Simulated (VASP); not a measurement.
Runs of VASP 6.6.1 on Pt. The structure is that of space group I4/mmm (No. 139), or close to it. The cells are those of the table. 

```csv
cell,gap on the mesh (eV),pressure (GPa)
"a = 2.570, b = 2.570, c = 2.865 Å, angles 56.1, 56.1, 67.7°, 1 atom",none,(a)
"a = 2.761, b = 2.761, c = 3.077 Å, angles 56.1, 56.1, 67.7°, 1 atom",none,-18.1
"a = 2.833, b = 2.833, c = 2.919 Å, angles 59.0, 59.0, 62.0°, 1 atom",none,(b)
"a = 2.764, b = 2.764, c = 2.588 Å, angles 62.1, 62.1, 55.8°, 1 atom",none,26.3
"a = 2.734, b = 2.734, c = 2.897 Å, angles 58.0, 58.0, 64.0°, 1 atom",none,-6.6
```

Alike in all rows: task single point; level LDA; potentials or basis VASP PAW LDA potentials, release 64 (Pt); no spin polarisation; k mesh 22 × 22 × 22; cutoff (eV) 520; smearing gaussian 0.15 eV.

Task: Estimate the missing entries.

Result: (a) 60.0; (b) -24.8.

Caveats: spin-orbit coupling is left out, which moves the levels of the heavy elements.

A k mesh can miss the band edges, and the runs leave out spin-orbit coupling on Pt.

A gap of «none» marks levels without a gap at the run's occupations.
